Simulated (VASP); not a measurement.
# HgTe (F-43m) in VASP: single point with r2SCAN

Aim: the single point of HgTe with r2SCAN.

Everything below comes from runs of VASP 6.6.1. Logs are shortened: lines on timing, memory, paths and dates and some standing lists are left out, and cuts for length are marked.

## Step 1: The cell of the first run

The structure is cubic, space group F-43m (No. 216). Conventional cell: a = 6.572 Å, b = 6.572 Å, c = 6.572 Å, α = 90.00°, β = 90.00°, γ = 90.00°. Within 3.7 Å of Hg (site symmetry -43m) lie 4 Te at 2.85 Å. Te (site symmetry -43m) has 4 Hg at 2.85 Å within 3.7 Å.

## Step 2: Single point, r2SCAN

Input file POSCAR:

```
HgTe
1.0
    0.0000000000      3.2857631523      3.2857631523
    3.2857631523      0.0000000000      3.2857631523
    3.2857631523      3.2857631523      0.0000000000
Hg Te
1 1
Direct
    0.0000000000      0.0000000000      0.0000000000
    0.7500000000      0.7500000000      0.7500000000
```

Input file INCAR.step1:

```
PREC = Accurate
ENCUT = 520
ISMEAR = 0
SIGMA = 0.1
LREAL = F
LASPH = T
NELM = 60
NBANDS = 16
GGA = PE
ALGO = Normal
EDIFF = 1E-4
LWAVE = T
LCHARG = F
```

Input file INCAR.step2:

```
PREC = Accurate
ENCUT = 520
EDIFF = 1E-6
ISMEAR = 0
SIGMA = 0.1
LREAL = F
LASPH = T
NELM = 60
ALGO = Normal
ISIF = 2
LWAVE = F
LCHARG = F
METAGGA = R2SCAN
LMIXTAU = T
NBANDS = 16
ISTART = 1
```

Input file KPOINTS:

```
regular mesh
0
Gamma
  12 12 12
```

Potentials or basis: VASP PAW PBE potentials, release 64 (Hg, Te).

Started as:

```
> cat potpaw_PBE.64/Hg/POTCAR potpaw_PBE.64/Te/POTCAR > POTCAR
> cp INCAR.step1 INCAR
> mpirun -np 1 vasp_std > vasp.out
> cp INCAR.step2 INCAR
> mpirun -np 1 vasp_std > vasp.out
```

OUTCAR:

```text
PREC = Accurate
   ENCUT = 520
   EDIFF = 1E-6
   ISMEAR = 0
   LREAL = F
   LASPH = T
   NELM = 60
   ISIF = 2
   METAGGA = R2SCAN
   ISTART = 1

 ion  position               nearest neighbor table
   1  0.000  0.000  0.000-   2 2.85   2 2.85   2 2.85   2 2.85
   2  0.750  0.750  0.750-   1 2.85   1 2.85   1 2.85   1 2.85

  LATTYP: Found a face centered cubic cell.
 ALAT       =     6.5715263046

  Lattice vectors:

 A1 = (   0.0000000000,   3.2857631523,   3.2857631523)
 A2 = (   3.2857631523,   0.0000000000,   3.2857631523)
 A3 = (   3.2857631523,   3.2857631523,   0.0000000000)

Analysis of symmetry for initial positions (statically):
=====================================================================
 Subroutine PRICEL returns:
 Original cell was already a primitive cell.

 Routine SETGRP: Setting up the symmetry group for a
 face centered cubic supercell.

 Subroutine GETGRP returns: Found 24 space group operations
 (whereof 24 operations were pure point group operations)
 out of a pool of 48 trial point group operations.

The static configuration has the point symmetry T_d .

Analysis of symmetry for dynamics (positions and initial velocities):
=====================================================================
 Subroutine PRICEL returns:
 Original cell was already a primitive cell.

 Routine SETGRP: Setting up the symmetry group for a
 face centered cubic supercell.

 Subroutine GETGRP returns: Found 24 space group operations
 (whereof 24 operations were pure point group operations)
 out of a pool of 48 trial point group operations.

The dynamic configuration has the point symmetry T_d .

 Subroutine INISYM returns: Found 24 space group operations
 (whereof 24 operations are pure point group operations),
 and found     1 'primitive' translations

----------------------------------------------------------------------------------------

                                     Primitive cell

  volume of cell :      70.9478

  direct lattice vectors                    reciprocal lattice vectors
     0.000000000  3.285763152  3.285763152    -0.152171650  0.152171650  0.152171650
     3.285763152  0.000000000  3.285763152     0.152171650 -0.152171650  0.152171650
     3.285763152  3.285763152  0.000000000     0.152171650  0.152171650 -0.152171650

  length of vectors
     4.646770813  4.646770813  4.646770813     0.263569029  0.263569029  0.263569029

  position of ions in fractional coordinates (direct lattice)
[... 79 lines left out ...]
   EDIFF  = 0.1E-05   stopping-criterion for ELM
   LREAL  =      F    real-space projection
   EDIFFG = 0.1E-04   stopping-criterion for IOM
   NSW    =      0    number of steps for IOM
   IBRION =     -1    ionic relax: 0-MD 1-quasi-New 2-CG
   NFREE  =      0    steps in history (QN), initial steepest desc. (CG)
   ISIF   =      2    stress and relaxation
   ISYM   =      2    0-nonsym 1-usesym 2-fastsym
   POTIM  = 0.5000    time-step for ionic-motion
   TEBEG  =    0.0;   TEEND  =   0.0 temperature during run
   PSTRESS=    0.0 pullay stress
   NELECT =      18.0000    total number of electrons
   NUPDOWN=      -1.0000    fix difference up-down
   EMIN   =  10.00;   EMAX   =-10.00  energy-range for DOS
   EFERMI =   0.00;   METHOD = LEGACY
   ISMEAR =     0;   SIGMA  =   0.10  broadening in eV -4-tet -1-fermi 0-gaus
   EFERMI_NEDOS =   21; number of points for ismear=-14 and -15
   IALGO  =     38    algorithm
   IMIX   =      4    mixing-type and parameters
     AMIX     =   0.40;   BMIX     =  1.00
     AMIX_MAG =   1.60;   BMIX_MAG =  1.00
  volume/ion in A,a.u.               =      35.47       239.39
  Fermi-wavevector in a.u.,A,eV,Ry     =   1.036381  1.958476 14.613819  1.074085
  Thomas-Fermi vector in A             =   2.170769
   LORBIT       =      0    0 simple, 1 ext, 2 COOP (PROOUT), +10 PAW based schemes
   METAGGA = R2SCAN    functional components
   LHFCALC =     F    Hartree Fock is set to
   AEXX    =    0.0000 exact exchange contribution
   IVDW    =     0    specifies the selected vdW correction
   LEPSILON=     F    determine dielectric tensor
   LRPA    =     F    only Hartree local field effects (RPA)
 non-spin polarized calculation
 Gauss-broadening in eV      SIGMA  =   0.10
  energy-cutoff  :      520.00
  volume of cell :       70.95
 maximum number of plane-waves:      1932
   NGX = 17   NGY = 17   NGZ = 17

 number of electron      18.0000001 magnetization

 Free energy of the ion-electron system (eV)
  ---------------------------------------------------
  ext. energy  EPLUGINS =         0.00000000
  ---------------------------------------------------
  free energy    TOTEN  =       -75.16461074 eV

  energy without entropy =      -75.16445200  energy(sigma->0) =      -75.16453137

 E-fermi :   2.4167     XC(G=0):  -9.0802

 val. band max:        2.3504971611   @ k =   0.0000   0.0000   0.0000
 cond. band min:       2.8857981686   @ k =   0.0833   0.0000   0.0000
 fundamental gap:      0.5353010075
 Fermi energy:         2.4167306018

 k-point     1 :       0.0000    0.0000    0.0000
  band No.  band energies     occupation
      1      -9.6989      2.00000
      2      -5.0062      2.00000
      3      -5.0062      2.00000
      4      -5.0062      2.00000
      5      -4.4946      2.00000
      6      -4.4946      2.00000
[... 433 lines left out ...]
      3      -4.8439      2.00000
      4      -4.5081      2.00000
      5      -4.4841      2.00000
      6      -4.1808      2.00000
[... 8 lines left out ...]
     15      12.1407      0.00000
     16      12.3639      0.00000

 [... further k-points ...]

------------------------ aborting loop because EDIFF is reached ----------------------------------------

  FORCE on cell =-STRESS in cart. coord.  units (eV):
  Direction    XX          YY          ZZ          XY          YZ          ZX
  --------------------------------------------------------------------------------------
  -------------------------------------------------------------------------------------
  Total        0.0354753      0.0354753      0.0354753      0.0000000      0.0000000     -0.0000000
  in kB        0.8011206      0.8011206      0.8011206      0.0000000      0.0000000     -0.0000000
  external PRESSURE =       0.8011206 kB  Pullay stress =       0.0000000 kB

 VOLUME and BASIS-vectors are now :
 -----------------------------------------------------------------------------
  energy-cutoff  :      520.00
  volume of cell :       70.95
      direct lattice vectors                 reciprocal lattice vectors
     0.000000000  3.285763152  3.285763152    -0.152171650  0.152171650  0.152171650
     3.285763152  0.000000000  3.285763152     0.152171650 -0.152171650  0.152171650
     3.285763152  3.285763152  0.000000000     0.152171650  0.152171650 -0.152171650

 POSITION                                       TOTAL-FORCE (eV/Angst)
 -----------------------------------------------------------------------------------
      0.00000      0.00000      0.00000         0.000000      0.000000      0.000000
      4.92864      4.92864      4.92864        -0.000000     -0.000000     -0.000000
 -----------------------------------------------------------------------------------
    total drift:                               -0.000000     -0.000000     -0.000000

  FREE ENERGIE OF THE ION-ELECTRON SYSTEM (eV)
  ---------------------------------------------------
  free  energy   TOTEN  =       -75.1646107411 eV

  energy  without entropy=      -75.1644519961  energy(sigma->0) =      -75.16453137
```

Wall time 5.6 min (1 thread of Intel Xeon 8259CL, shared host); peak memory 0.27 GiB.

Results:

| Property | Result |
| --- | --- |
| Free energy | -75.1646 eV |
| Pressure | 0.1 GPa |
| Band gap on the k mesh | zero (filled and empty bands touch) |

Levels at points of the mesh, in eV from the Fermi level:
```tsv
k point	band 6	band 7	band 8	band 9	band 10	band 11	band 12	band 13
(0.00, 0.00, 0.00)	-6.91	-0.61	-0.07	-0.07	-0.07	4.59	4.59	4.59
(0.50, 0.00, 0.00)	-6.62	-5.38	-0.99	-0.99	0.88	5.36	5.36	7.08
(0.50, 0.50, 0.00)	-6.48	-5.37	-2.21	-2.21	2.03	2.79	8.45	9.17
```

Caveat: semilocal functionals underestimate gaps, so a narrow gap can read as zero; the PAW data sets were made with another functional, which shifts forces and pressure a little; spin-orbit coupling is left out, which moves the levels of the heavy elements.
